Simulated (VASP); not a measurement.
# Ta2N (P-3m1) in VASP: vibrations by perturbation theory with PBEsol

Aim: the vibrations by perturbation theory of Ta2N with PBEsol.

Program: VASP 6.6.1. These are calculated values, not measurements. Logs are shortened: lines on timing, memory, paths and dates and some standing lists are left out, and cuts for length are marked.

## 1. The cell of the first run

Symmetry: P-3m1, No. 164, trigonal system. The conventional cell has a = 3.079 Å, b = 3.079 Å, c = 4.823 Å, α = 90.00°, β = 90.00°, γ = 120.00°. Ta (site symmetry 3m) has 3 N at 2.16 Å and 12 Ta at 2.97 to 3.08 Å within 3.1 Å. N (site symmetry -3m) has 6 Ta at 2.16 Å within 2.9 Å.

## 2. Vibrations by perturbation theory, PBEsol

Input file INCAR:

```
PREC     = Accurate       # precision mode
ENCUT    = 520            # plane-wave cutoff, eV
EDIFF    = 1E-8           # SCF threshold, eV
ISMEAR   = 0              # smearing method
SIGMA    = 0.15           # smearing width, eV
LREAL    = False          # projectors in reciprocal space
LASPH    = True           # aspherical terms in the spheres
NELM     = 80             # most SCF steps
ALGO     = Normal         # electronic algorithm
ISIF     = 2              # what is computed and relaxed
LWAVE    = False          # write WAVECAR
LCHARG   = False          # write CHGCAR
GGA      = PS             # functional
IBRION   = 8              # ionic algorithm
NSW      = 1              # ionic steps
```

Input file KPOINTS:

```
regular mesh
0
Gamma
  18 18 10
```

Input file POSCAR:

```
Ta2N
1.0
    3.0786153869      0.0000000000      0.0000000000
   -1.5393076935      2.6661591336      0.0000000000
    0.0000000000      0.0000000000      4.8232571780
Ta N
2 1
Direct
    0.6666666667      0.3333333333      0.7462554481
    0.3333333333      0.6666666667      0.2537445519
    0.0000000000      0.0000000000      0.0000000000
```

Potentials or basis: VASP PAW PBE potentials, release 64 (Ta_pv, N).

Run with:

```bash
> cat potpaw_PBE.64/Ta_pv/POTCAR potpaw_PBE.64/N/POTCAR > POTCAR
> mpirun -np 1 vasp_std > vasp.out
```

OUTCAR:

```text
PREC = Accurate
   ENCUT = 520
   EDIFF = 1E-8
   ISMEAR = 0
   LREAL = False
   LASPH = True
   NELM = 80
   ISIF = 2
   GGA = PS
   IBRION = 8
   NSW = 1

 ion  position               nearest neighbor table
   1  0.667  0.333  0.746-   3 2.16   3 2.16   3 2.16   2 2.97   2 2.97   2 2.97   2 3.03   2 3.03
                             2 3.03
   2  0.333  0.667  0.254-   3 2.16   3 2.16   3 2.16   1 2.97   1 2.97   1 2.97   1 3.03   1 3.03
                             1 3.03
   3  0.000  0.000  0.000-   1 2.16   2 2.16   1 2.16   2 2.16   1 2.16   2 2.16

  LATTYP: Found a hexagonal cell.
 ALAT       =     3.0786153869
 C/A-ratio  =     1.5666968984

  Lattice vectors:

 A1 = (   3.0786153869,   0.0000000000,   0.0000000000)
 A2 = (  -1.5393076935,   2.6661591336,   0.0000000000)
 A3 = (   0.0000000000,   0.0000000000,   4.8232571780)

Analysis of symmetry for initial positions (statically):
=====================================================================
 Subroutine PRICEL returns:
 Original cell was already a primitive cell.

 Routine SETGRP: Setting up the symmetry group for a
 hexagonal supercell.

 Subroutine GETGRP returns: Found 12 space group operations
 (whereof 12 operations were pure point group operations)
 out of a pool of 24 trial point group operations.

The static configuration has the point symmetry D_3d.

Analysis of symmetry for dynamics (positions and initial velocities):
=====================================================================
 Subroutine PRICEL returns:
 Original cell was already a primitive cell.

 Routine SETGRP: Setting up the symmetry group for a
 hexagonal supercell.

 Subroutine GETGRP returns: Found 12 space group operations
 (whereof 12 operations were pure point group operations)
 out of a pool of 24 trial point group operations.

The dynamic configuration has the point symmetry D_3d.

 Subroutine INISYM returns: Found 12 space group operations
 (whereof 12 operations are pure point group operations),
 and found     1 'primitive' translations

----------------------------------------------------------------------------------------

                                     Primitive cell

  volume of cell :      39.5897

  direct lattice vectors                    reciprocal lattice vectors
     3.078615387  0.000000000  0.000000000     0.324821348  0.187535693  0.000000000
    -1.539307694  2.666159134  0.000000000     0.000000000  0.375071385  0.000000000
     0.000000000  0.000000000  4.823257178     0.000000000  0.000000000  0.207328775

  length of vectors
     3.078615387  3.078615387  4.823257178     0.375071385  0.375071385  0.207328775

  position of ions in fractional coordinates (direct lattice)
     0.666666667  0.333333333  0.746255448
     0.333333333  0.666666667  0.253744552
     0.000000000  0.000000000  0.000000000

  ion indices of the primitive-cell ions
   primitive index   ion index
                 1           1
                 2           2
                 3           3

----------------------------------------------------------------------------------------

 KPOINTS: regular mesh

Automatic generation of k-mesh.
 Grid dimensions read from file:
 generate k-points for:   18   18   10

 Generating k-lattice:

  Cartesian coordinates                     Fractional coordinates (reciprocal lattice)
     0.018045630  0.010418650  0.000000000     0.055555556  0.000000000  0.000000000
     0.000000000  0.020837299  0.000000000     0.000000000  0.055555556  0.000000000
     0.000000000  0.000000000  0.020732877     0.000000000  0.000000000  0.100000000

  Length of vectors
     0.020837299  0.020837299  0.020732877

  Shift w.r.t. Gamma in fractional coordinates (k-lattice)
     0.000000000  0.000000000  0.000000000

 Subroutine IBZKPT returns following result:
 ===========================================
[... 55 lines left out ...]
   ISYM   =      2    0-nonsym 1-usesym 2-fastsym
   POTIM  = 0.5000    time-step for ionic-motion
   TEBEG  =    0.0;   TEEND  =   0.0 temperature during run
   PSTRESS=    0.0 pullay stress
   NELECT =      27.0000    total number of electrons
   NUPDOWN=      -1.0000    fix difference up-down
   EMIN   =  10.00;   EMAX   =-10.00  energy-range for DOS
   EFERMI =   0.00;   METHOD = LEGACY
   ISMEAR =     0;   SIGMA  =   0.15  broadening in eV -4-tet -1-fermi 0-gaus
   EFERMI_NEDOS =   21; number of points for ismear=-14 and -15
   IALGO  =     38    algorithm
   IMIX   =      4    mixing-type and parameters
     AMIX     =   0.40;   BMIX     =  1.00
     AMIX_MAG =   1.60;   BMIX_MAG =  1.00
  volume/ion in A,a.u.               =      13.20        89.05
  Fermi-wavevector in a.u.,A,eV,Ry     =   1.441016  2.723125 28.252863  2.076527
  Thomas-Fermi vector in A             =   2.559695
   LORBIT       =      0    0 simple, 1 ext, 2 COOP (PROOUT), +10 PAW based schemes
   GGA     = PS    functional components
   LHFCALC =     F    Hartree Fock is set to
   AEXX    =    0.0000 exact exchange contribution
   IVDW    =     0    specifies the selected vdW correction
   LEPSILON=     F    determine dielectric tensor
   LRPA    =     F    only Hartree local field effects (RPA)
 non-spin polarized calculation
 Gauss-broadening in eV      SIGMA  =   0.15
  energy-cutoff  :      520.00
  volume of cell :       39.59
 maximum number of plane-waves:      1086
 NGX is ok and might be reduce to    24
   NGX = 11   NGY = 11   NGZ = 17

--------------------------------------- Ionic step        1  -------------------------------------------

 number of electron      27.0000001 magnetization

 Free energy of the ion-electron system (eV)
  ---------------------------------------------------
  ext. energy  EPLUGINS =         0.00000000
  ---------------------------------------------------
  free energy    TOTEN  =       -36.49954067 eV

  energy without entropy =      -36.48599692  energy(sigma->0) =      -36.49276880

 E-fermi :   7.5803     XC(G=0): -13.1419

 val. band max:        7.5791601425   @ k =   0.5000   0.0000   0.4000
 cond. band min:       7.5849485626   @ k =   0.0556   0.0556   0.0000
 fundamental gap:      0.0057884200
 Fermi energy:         7.5803231974

 k-point     1 :       0.0000    0.0000    0.0000
  band No.  band energies     occupation
      1     -28.0457      2.00000
      2     -27.2307      2.00000
      3     -27.2307      2.00000
      4     -27.0931      2.00000
      5     -27.0931      2.00000
      6     -26.9699      2.00000
[... 457 lines left out ...]
      4     -27.4790      2.00000
      5     -27.2283      2.00000
      6     -27.2221      2.00000
[... 9 lines left out ...]
     16      10.8382      0.00000
     17      11.5590      0.00000

 [... further k-points ...]

------------------------ aborting loop because EDIFF is reached ----------------------------------------

  FORCE on cell =-STRESS in cart. coord.  units (eV):
  Direction    XX          YY          ZZ          XY          YZ          ZX
  --------------------------------------------------------------------------------------
  -------------------------------------------------------------------------------------
  Total        0.1454090      0.1454090      0.1443148     -0.0000000      0.0000000     -0.0000000
  in kB        5.8846401      5.8846401      5.8403578     -0.0000000      0.0000000     -0.0000000
  external PRESSURE =       5.8698793 kB  Pullay stress =       0.0000000 kB

 VOLUME and BASIS-vectors are now :
 -----------------------------------------------------------------------------
  energy-cutoff  :      520.00
  volume of cell :       39.59
      direct lattice vectors                 reciprocal lattice vectors
     3.078615387  0.000000000  0.000000000     0.324821348  0.187535693  0.000000000
    -1.539307694  2.666159134  0.000000000     0.000000000  0.375071385  0.000000000
     0.000000000  0.000000000  4.823257178     0.000000000  0.000000000  0.207328775

 POSITION                                       TOTAL-FORCE (eV/Angst)
 -----------------------------------------------------------------------------------
      1.53931      0.88872      3.59938        -0.000000      0.000000     -0.058717
     -0.00000      1.77744      1.22388        -0.000000      0.000000      0.058717
      0.00000      0.00000      0.00000         0.000000      0.000000      0.000000
 -----------------------------------------------------------------------------------
    total drift:                                0.000000     -0.000000      0.000000

  FREE ENERGIE OF THE ION-ELECTRON SYSTEM (eV)
  ---------------------------------------------------
  free  energy   TOTEN  =       -36.4995406744 eV

  energy  without entropy=      -36.4859969245  energy(sigma->0) =      -36.49276880

[... ionic steps 2 to 9 ...]

--------------------------------------- Ionic step       10  -------------------------------------------

------------------------ aborting loop because EDIFF is reached ----------------------------------------

[... ionic steps 11 to 11 ...]

--------------------------------------- Ionic step       12  -------------------------------------------

 Free energy of the ion-electron system (eV)
  ---------------------------------------------------
  ---------------------------------------------------
  free energy    TOTEN  =        -0.24732933 eV

  energy without entropy =       -0.24732933

------------------------ aborting loop because EDIFF is reached ----------------------------------------

 INTERNAL STRAIN TENSOR  FOR ION    3  DIRECTION 3   (eV/Angst):
 -----------------------------------------------------------------------------
     0.01083  0.00000  0.00000
     0.00000  0.01083 -0.00000
     0.00000  0.00000 -0.01662

 INTERNAL STRAIN TENSOR FOR ION    3 for displacements in x,y,z  (eV/Angst):
          X           Y           Z          XY          YZ          ZX
  --------------------------------------------------------------------------------
  x     0.00000     0.00000     0.00000     0.00000     0.00000     0.00000
  y     0.00000     0.00000     0.00000     0.00000     0.00000     0.00000
  z     0.00000     0.00000     0.00000     0.00000     0.00000     0.00000

 SECOND DERIVATIVES (NOT SYMMETRIZED)
 ------------------------------------
               1X          1Y          1Z          2X          2Y          2Z          3X          3Y          3Z
  1X    -7.359287    0.000000    0.000000    0.094156   -0.000000    0.000000    7.265131   -0.000000   -0.000000
  1Y     0.000000   -7.359287    0.000000   -0.000000    0.094156    0.000000   -0.000000    7.265131    0.000000
  1Z     0.000000    0.000000  -16.467383    0.000000    0.000000    8.287716    0.000000    0.000000    8.179667
  2X     0.094156   -0.000000    0.000000   -7.359287    0.000000    0.000000    7.265131   -0.000000   -0.000000
  2Y    -0.000000    0.094156    0.000000    0.000000   -7.359287    0.000000   -0.000000    7.265131    0.000000
  2Z     0.000000    0.000000    8.287716    0.000000    0.000000  -16.467383    0.000000    0.000000    8.179667
  3X     7.249184   -0.000000    0.000000    7.249184   -0.000000    0.000000  -14.498367    0.000000    0.000000
  3Y    -0.000000    7.249184    0.000000   -0.000000    7.249184    0.000000    0.000000  -14.498367    0.000000
  3Z    -0.000000    0.000000    8.175085    0.000000    0.000000    8.175085    0.000000    0.000000  -16.350170

 Eigenvectors and eigenvalues of the dynamical matrix
 ----------------------------------------------------

   1 f  =   17.217869 THz   108.183064 2PiTHz  574.326303 cm-1    71.207354 meV
             X         Y         Z           dx          dy          dz
      1.539308  0.888720  3.599382     0.000000    0.000000   -0.136505
     -0.000000  1.777439  1.223875     0.000000    0.000000   -0.136505
      0.000000  0.000000  0.000000    -0.000000   -0.000000    0.981190
[... 43 lines left out ...]
   9 f/i=    0.003377 THz     0.021218 2PiTHz    0.112643 cm-1     0.013966 meV
             X         Y         Z           dx          dy          dz
      1.539308  0.888720  3.599382    -0.619686    0.311971   -0.000000
     -0.000000  1.777439  1.223875    -0.619686    0.311971   -0.000000
      0.000000  0.000000  0.000000    -0.172565    0.086875   -0.000000

--------------------------------------------------------------------------------------------------------

 ELASTIC MODULI CONTR FROM IONIC RELAXATION (kBar)
 Direction    XX          YY          ZZ          XY          YZ          ZX
 --------------------------------------------------------------------------------
 XX        -377.3827   -362.9791     36.6089      0.0000     27.1267     -0.0000
 YY        -362.9791   -377.3827     36.6089      0.0000    -27.1267      0.0000
 ZZ          36.6089     36.6089     -3.6204     -0.0000      0.0000     -0.0000
 XY           0.0000      0.0000     -0.0000     -7.2018      0.0000     55.7771
 YZ          27.1267    -27.1267      0.0000      0.0000   -102.1773      0.0000
 ZX          -0.0000      0.0000     -0.0000     55.7771      0.0000   -431.9868
 --------------------------------------------------------------------------------
```

Run time: 1.6 h. Hardware: 1 thread of Oxide Virtual Turin-like, shared host; peak memory 2 GiB.

What came out:

* Highest phonon frequency at Γ: 574 cm⁻¹

Phonon frequencies in cm⁻¹ (negative: imaginary):
| q point | frequencies |
| --- | --- |
| (0.000, 0.000, 0.000) | 0 0 0 106 106 193 541 541 574 |

Caveat: the PAW data sets were made with another functional, which shifts forces and pressure a little; spin-orbit coupling is left out, which moves the levels of the heavy elements.
